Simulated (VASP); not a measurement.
A run of VASP 6.6.1:

Contents of INCAR:

```
SYSTEM = TePb
PREC     = Accurate       ! precision mode
ENCUT    = 520            ! plane-wave cutoff, eV
EDIFF    = 1E-6           ! SCF threshold, eV
ISMEAR   = -1             ! smearing method
SIGMA    = 0.05           ! smearing width, eV
LREAL    = .False.        ! projectors in reciprocal space
LASPH    = .True.         ! aspherical terms in the spheres
NELM     = 100            ! most SCF steps
ALGO     = Normal         ! electronic algorithm
ISIF     = 2              ! what is computed and relaxed
LWAVE    = .False.        ! write WAVECAR
LCHARG   = .False.        ! write CHGCAR
GGA      = PE             ! functional
NBANDS   = 17             ! bands
```

File KPOINTS:

```
Automatic mesh
0
Gamma
  11 11 11
  0 0 0
```

File POSCAR:

```
TePb
1.0
    0.0000000000      3.2836264200      3.2836264200
    3.2836264200      0.0000000000      3.2836264200
    3.2836264200      3.2836264200      0.0000000000
Pb Te
1 1
Direct
    0.0000000000      0.0000000000      0.0000000000
    0.5000000000      0.5000000000      0.5000000000
```

Potentials or basis: VASP PAW PBE potentials, release 64 (Pb_d, Te).

The run is started by

```sh
$ cat potpaw_PBE.64/Pb_d/POTCAR potpaw_PBE.64/Te/POTCAR > POTCAR
$ mpirun -np 1 vasp_std > vasp.out
```

Hardware: 1 thread of Intel(R) Xeon(R) Platinum 8488C (Sapphire Rapids), with other jobs on the host.

Q: How long does it take, and how much memory?

A: Wall time 39 s on 1 thread of Intel(R) Xeon(R) Platinum 8488C (Sapphire Rapids), with other jobs on the host, peak memory 0.23 GiB. Counts: scf iterations 12, k points 56.
